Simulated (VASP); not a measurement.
# BaS (Immm) in VASP: notebook

Aim: see how the results for BaS move with the level of theory and the settings. Levels: PBE, r2SCAN. Tasks: single point.

Program: VASP 6.6.1. These are calculated values, not measurements. Logs are shortened: lines on timing, memory, paths and dates and some standing lists are left out, and cuts for length are marked.

## (1) The cell of the first run

It takes space group Immm (No. 71, orthorhombic). Conventional cell: a = 4.432 Å, b = 4.653 Å, c = 6.424 Å, α = 90.00°, β = 90.00°, γ = 90.00°. Within 4.2 Å of Ba (site symmetry mmm) lie 6 S at 3.21 Å. Within 4.2 Å of S (site symmetry mmm) lie 6 Ba at 3.21 Å.

## (2) Single point, PBE (shear xy strain -4.9%)

The input, INCAR:

```
  PREC = Accurate
  ENCUT = 520
  EDIFF = 1E-6
  ISMEAR = -1
  SIGMA = 0.02
  LREAL = F
  LASPH = T
  NELM = 100
  ALGO = Normal
  ISIF = 2
  LWAVE = F
  LCHARG = F
  GGA = PE
  NBANDS = 15
```

The input, KPOINTS:

```
regular mesh
0
Gamma
  8 8 8
```

The input, POSCAR:

```
BaS
1.0
   -0.0782072295      3.2117958739      3.2117958739
    3.2117958739     -0.0782072295      3.2117958739
    3.1335886444      3.1335886444      0.0000000000
Ba S
1 1
Direct
    0.0000000000      0.0000000000      0.0000000000
    0.5000000000      0.5000000000      0.5000000000
```

Potentials or basis: VASP PAW PBE potentials, release 64 (Ba_sv, S).

The run is started by

```console
cat potpaw_PBE.64/Ba_sv/POTCAR potpaw_PBE.64/S/POTCAR > POTCAR
mpirun -np 1 vasp_std > vasp.out
```

OUTCAR:

```text
PREC = Accurate
   ENCUT = 520
   EDIFF = 1E-6
   ISMEAR = -1
   LREAL = F
   LASPH = T
   NELM = 100
   ISIF = 2
   GGA = PE

 ion  position               nearest neighbor table
   1  0.000  0.000  0.000-   2 3.21   2 3.21   2 3.21   2 3.21   2 3.21   2 3.21
   2  0.500  0.500  0.500-   1 3.21   1 3.21   1 3.21   1 3.21   1 3.21   1 3.21

  LATTYP: Found a body centered orthorhombic cell.
 ALAT       =     4.4315635598
 B/A-ratio  =     1.0499154410
 C/A-ratio  =     1.4495091092

  Lattice vectors:

 A1 = (   0.0782072295,  -3.2117958739,  -3.2117958739)
 A2 = (  -0.0782072295,   3.2117958739,  -3.2117958739)
 A3 = (   3.2117958739,  -0.0782072295,   3.2117958739)

Analysis of symmetry for initial positions (statically):
=====================================================================
 Subroutine PRICEL returns:
 Original cell was already a primitive cell.

 Routine SETGRP: Setting up the symmetry group for a
 body centered orthorhombic supercell.

 Subroutine GETGRP returns: Found  8 space group operations
 (whereof  8 operations were pure point group operations)
 out of a pool of  8 trial point group operations.

The static configuration has the point symmetry D_2h.

Analysis of symmetry for dynamics (positions and initial velocities):
=====================================================================
 Subroutine PRICEL returns:
 Original cell was already a primitive cell.

 Routine SETGRP: Setting up the symmetry group for a
 body centered orthorhombic supercell.

 Subroutine GETGRP returns: Found  8 space group operations
 (whereof  8 operations were pure point group operations)
 out of a pool of  8 trial point group operations.

The dynamic configuration has the point symmetry D_2h.

 Subroutine INISYM returns: Found  8 space group operations
 (whereof  8 operations are pure point group operations),
 and found     1 'primitive' translations

----------------------------------------------------------------------------------------

                                     Primitive cell

  volume of cell :      66.2241

  direct lattice vectors                    reciprocal lattice vectors
    -0.078207230  3.211795874  3.211795874    -0.151975541  0.151975541  0.155676145
     3.211795874 -0.078207230  3.211795874     0.151975541 -0.151975541  0.155676145
     3.133588644  3.133588644  0.000000000     0.159561467  0.159561467 -0.155676145

  length of vectors
     4.542838523  4.542838523  4.431563560     0.265383104  0.265383104  0.274143731
[... 91 lines left out ...]
   PSTRESS=    0.0 pullay stress
   NELECT =      16.0000    total number of electrons
   NUPDOWN=      -1.0000    fix difference up-down
   EMIN   =  10.00;   EMAX   =-10.00  energy-range for DOS
   EFERMI =   0.00;   METHOD = LEGACY
   ISMEAR =    -1;   SIGMA  =   0.02  broadening in eV -4-tet -1-fermi 0-gaus
   EFERMI_NEDOS =   21; number of points for ismear=-14 and -15
   IALGO  =     38    algorithm
   IMIX   =      4    mixing-type and parameters
     AMIX     =   0.40;   BMIX     =  1.00
     AMIX_MAG =   1.60;   BMIX_MAG =  1.00
  volume/ion in A,a.u.               =      33.11       223.45
  Fermi-wavevector in a.u.,A,eV,Ry     =   1.019630  1.926822 14.145243  1.039646
  Thomas-Fermi vector in A             =   2.153155
   LORBIT       =      0    0 simple, 1 ext, 2 COOP (PROOUT), +10 PAW based schemes
   GGA     = PE    functional components
   LHFCALC =     F    Hartree Fock is set to
   AEXX    =    0.0000 exact exchange contribution
   IVDW    =     0    specifies the selected vdW correction
   LEPSILON=     F    determine dielectric tensor
   LRPA    =     F    only Hartree local field effects (RPA)
 non-spin polarized calculation
  energy-cutoff  :      520.00
  volume of cell :       66.22
 maximum number of plane-waves:      1815
 NGX is ok and might be reduce to    36
   NGX = 17   NGY = 17   NGZ = 17

 number of electron      15.9999999 magnetization

 Free energy of the ion-electron system (eV)
  ---------------------------------------------------
  ext. energy  EPLUGINS =         0.00000000
  ---------------------------------------------------
  free energy    TOTEN  =       -10.18273097 eV

  energy without entropy =      -10.18273097  energy(sigma->0) =      -10.18273097

 E-fermi :   1.9052     XC(G=0):  -8.5594

 val. band max:        1.4378017316   @ k =   0.0000   0.0000   0.0000
 cond. band min:       3.5010481713   @ k =   0.5000   0.5000   0.0000
 fundamental gap:      2.0632464397
 Fermi energy:         1.9051859581

 k-point     1 :       0.0000    0.0000    0.0000
  band No.  band energies     occupation
      1     -24.7642      2.00000
      2      -9.8240      2.00000
      3      -9.8209      2.00000
      4      -9.8150      2.00000
      5      -8.9616      2.00000
      6       1.3235      2.00000
      7       1.3715      2.00000
      8       1.4378      2.00000
      9       4.8278      0.00000
     10       5.0446      0.00000
     11       5.2817      0.00000
     12       5.4376      0.00000
     13       6.1605      0.00000
     14       6.1616      0.00000
[... 401 lines left out ...]
      2     -10.3771      2.00000
      3      -9.8677      2.00000
      4      -9.8635      2.00000
      5      -8.3470      2.00000
      6       0.2325      2.00000
      7       1.0075      2.00000
      8       1.1063      2.00000
      9       4.8111      0.00000
     10       6.0124      0.00000
     11       6.2977      0.00000
     12       6.4639      0.00000
     13       6.8180      0.00000
     14       8.3997      0.00000
     15      11.8215      0.00000

 [... further k-points ...]

------------------------ aborting loop because EDIFF is reached ----------------------------------------

  FORCE on cell =-STRESS in cart. coord.  units (eV):
  Direction    XX          YY          ZZ          XY          YZ          ZX
  --------------------------------------------------------------------------------------
  -------------------------------------------------------------------------------------
  Total        0.2692267      0.2692267      0.2488823      0.3772082      0.0000000      0.0000000
  in kB        6.5134711      6.5134711      6.0212740      9.1258956      0.0000000      0.0000000
  external PRESSURE =       6.3494054 kB  Pullay stress =       0.0000000 kB

 VOLUME and BASIS-vectors are now :
 -----------------------------------------------------------------------------
  energy-cutoff  :      520.00
  volume of cell :       66.22
      direct lattice vectors                 reciprocal lattice vectors
    -0.078207230  3.211795874  3.211795874    -0.151975541  0.151975541  0.155676145
     3.211795874 -0.078207230  3.211795874     0.151975541 -0.151975541  0.155676145
     3.133588644  3.133588644  0.000000000     0.159561467  0.159561467 -0.155676145

 POSITION                                       TOTAL-FORCE (eV/Angst)
 -----------------------------------------------------------------------------------
      0.00000      0.00000      0.00000         0.000000     -0.000000      0.000000
      3.13359      3.13359      3.21180         0.000000      0.000000     -0.000000
 -----------------------------------------------------------------------------------
    total drift:                                0.000000      0.000000      0.000000

  FREE ENERGIE OF THE ION-ELECTRON SYSTEM (eV)
  ---------------------------------------------------
  free  energy   TOTEN  =       -10.1827309708 eV

  energy  without entropy=      -10.1827309708  energy(sigma->0) =      -10.18273097
```

OSZICAR:

```text
N       E                     dE             d eps       ncg     rms          rms(c)
DAV:   1     0.817809260344E+02    0.81781E+02   -0.68066E+03  2850   0.925E+02
DAV:   2    -0.587109238947E+01   -0.87652E+02   -0.79498E+02  3973   0.168E+02
DAV:   3    -0.105833859668E+02   -0.47123E+01   -0.46797E+01  3918   0.405E+01
DAV:   4    -0.106691398128E+02   -0.85754E-01   -0.85732E-01  3716   0.552E+00
DAV:   5    -0.106706741043E+02   -0.15343E-02   -0.15343E-02  3972   0.602E-01    0.471E+00
DAV:   6    -0.101646672369E+02    0.50601E+00   -0.68876E-01  3347   0.499E+00    0.321E+00
DAV:   7    -0.101671977111E+02   -0.25305E-02   -0.18758E-01  3636   0.243E+00    0.210E+00
DAV:   8    -0.101811639115E+02   -0.13966E-01   -0.24913E-02  3228   0.113E+00    0.198E-01
DAV:   9    -0.101817563592E+02   -0.59245E-03   -0.33212E-03  3795   0.420E-01    0.157E-01
DAV:  10    -0.101826270542E+02   -0.87069E-03   -0.99459E-04  3053   0.209E-01    0.408E-02
DAV:  11    -0.101827278949E+02   -0.10084E-03   -0.13130E-04  3620   0.693E-02    0.131E-02
DAV:  12    -0.101827310502E+02   -0.31553E-05   -0.71369E-06  3319   0.176E-02    0.297E-03
DAV:  13    -0.101827309708E+02    0.79368E-07   -0.30775E-07  2979   0.375E-03
   1 F= -.10182731E+02 E0= -.10182731E+02  d E =-.151067E-12
```

stdout:

```text
POSCAR found type information on POSCAR BaS
 POSCAR found :  2 types and       2 ions
 scaLAPACK will be used
 LDA part: xc-table for (Slater+PW92), standard interpolation
 POSCAR, INCAR and KPOINTS ok, starting setup
 FFT: planning ... GRIDC
 FFT: planning ... GRID_SOFT
 FFT: planning ... GRID
 WAVECAR not read
 entering main loop
```

Wall time 2.6 min (1 thread of Intel Xeon 8259CL, shared host); peak memory 0.26 GiB.

What came out:

| Item | Value |
| --- | --- |
| Free energy | -10.1827 eV |
| Pressure | 0.6 GPa |
| Band gap on the k mesh | 2.06 eV (least direct gap 2.20 eV) |

Stress tensor (GPa, compression positive):
```
0.65 0.91 0.00
0.91 0.65 0.00
0.00 0.00 0.60
```

Caveat: the cell differs from its parent crystal (shear xy strain -4.9%); spin-orbit coupling is left out, which moves the levels of the heavy elements. A k mesh can miss the band edges.

## (3) Single point, r2SCAN (shear xy strain -4.9%)

POSCAR is that of step 2.

The input, INCAR.step1:

```
ALGO = Normal
EDIFF = 1E-4
ENCUT = 520
GGA = PE
ISMEAR = 0
LASPH = T
LCHARG = F
LREAL = F
LWAVE = T
NBANDS = 15
NELM = 60
PREC = Accurate
SIGMA = 0.01
```

The input, INCAR.step2:

```
ALGO = Normal
EDIFF = 1E-6
ENCUT = 520
ISIF = 2
ISMEAR = 0
ISTART = 1
LASPH = T
LCHARG = F
LMIXTAU = T
LREAL = F
LWAVE = F
METAGGA = R2SCAN
NBANDS = 15
NELM = 60
PREC = Accurate
SIGMA = 0.01
```

The input, KPOINTS:

```
k-points
0
Gamma
  8 8 8
```

Potentials or basis: VASP PAW PBE potentials, release 64 (Ba_sv, S).

The run is started by

```console
cat potpaw_PBE.64/Ba_sv/POTCAR potpaw_PBE.64/S/POTCAR > POTCAR
cp INCAR.step1 INCAR
mpirun -np 1 vasp_std > vasp.out
cp INCAR.step2 INCAR
mpirun -np 1 vasp_std > vasp.out
```

It took 8.3 min on 1 thread of Intel Xeon 8259CL, shared host; peak memory 0.28 GiB.

The run converged. Its results:

* Free energy: -39.1959 eV
* Pressure: 0.6 GPa
* Band gap on the k mesh: 2.42 eV (least direct gap 2.55 eV)

Stress tensor (GPa, compression positive):
```
0.59 0.93 0.00
0.93 0.59 0.00
0.00 0.00 0.54
```

Levels at points of the mesh, in eV from the valence-band top:
```csv
k point,band 6,band 7,band 8,band 9,band 10,band 11
"(0.00, 0.00, 0.00)",-0.12,-0.07,0.00,3.96,4.04,4.33
"(0.50, 0.00, 0.00)",-1.95,-1.13,-0.97,5.77,6.03,6.55
"(0.50, 0.50, 0.00)",-0.61,-0.27,-0.13,2.42,6.42,6.55
"(0.00, 0.00, 0.50)",-1.94,-1.25,-1.11,5.89,6.02,6.65
"(0.50, 0.00, 0.50)",-0.62,-0.21,-0.21,2.42,6.37,6.51
```

Caveat: the cell differs from its parent crystal (shear xy strain -4.9%); the PAW data sets were made with another functional, which shifts forces and pressure a little; spin-orbit coupling is left out, which moves the levels of the heavy elements.
